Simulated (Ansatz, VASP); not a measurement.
Cu in VASP and in Ansatz

File INCAR:

```
SYSTEM = Cu
PREC = Accurate
ENCUT = 600
EDIFF = 1E-7
ISMEAR = -1
SIGMA = 0.1
LREAL = .FALSE.
LASPH = .TRUE.
NELM = 60
ALGO = Normal
ISIF = 3
LWAVE = .FALSE.
LCHARG = .FALSE.
GGA = PE
IBRION = 2
NSW = 60
EDIFFG = -0.005
```

The input KPOINTS:

```
regular mesh
0
G
  20 20 20
  0 0 0
```

POSCAR

```
Cu
1.0
    0.0000000000      1.8145933008      1.8145933008
    1.8145933008      0.0000000000      1.8145933008
    1.8145933008      1.8145933008      0.0000000000
Cu
1
Direct
    0.0000000000      0.0000000000      0.0000000000
```

Input for Ansatz:

```yaml
crystal:
  lattice:
    - [0.0, 1.8145933008, 1.8145933008]
    - [1.8145933008, 0.0, 1.8145933008]
    - [1.8145933008, 1.8145933008, 0.0]
  atoms:
    - { symbol: Cu, position: [0.0, 0.0, 0.0] }
kpoints:
  mp_grid: { grid: [20, 20, 20] }
scf:
  occupations: { method: fermi_dirac, width: 0.1 }
hamiltonian:
  xc: pbe
  pseudopotentials: { kind: paw }
output:
  forces: true
  stress: true
  write_density: true
  write_potential: true
  elf: true
  volumetric_format: npy
relax:
  f_tol: 0.005
  max_steps: 40
  cell: {}
```

Alike in both runs: task relaxation of cell and atoms; functional PBE; k mesh 20 × 20 × 20; occupations fermi-dirac, width 0.1 eV; no spin polarisation.

|  | VASP | Ansatz |
| --- | --- | --- |
| version | VASP 6.6.1 | Ansatz 0.2.0 |
| potentials or method | VASP PAW PBE potentials, release 64 (Cu) | PAW with Ansatz's default frozen-core files, scalar-relativistic |
| plane-wave cutoff (eV) | 600 | 420 |
| valence electrons in the cell | 11 | 19 |

```csv
,VASP,Ansatz,Ansatz less VASP
relaxed volume (Å³/atom),12.01,11.95,-0.054
relaxed cell length with the largest relative difference (Å),2.570,2.567,-0.0038
```

VASP's potentials hold 11 valence electrons a cell and Ansatz's 19, so a difference there can come from the potentials and not from the codes.
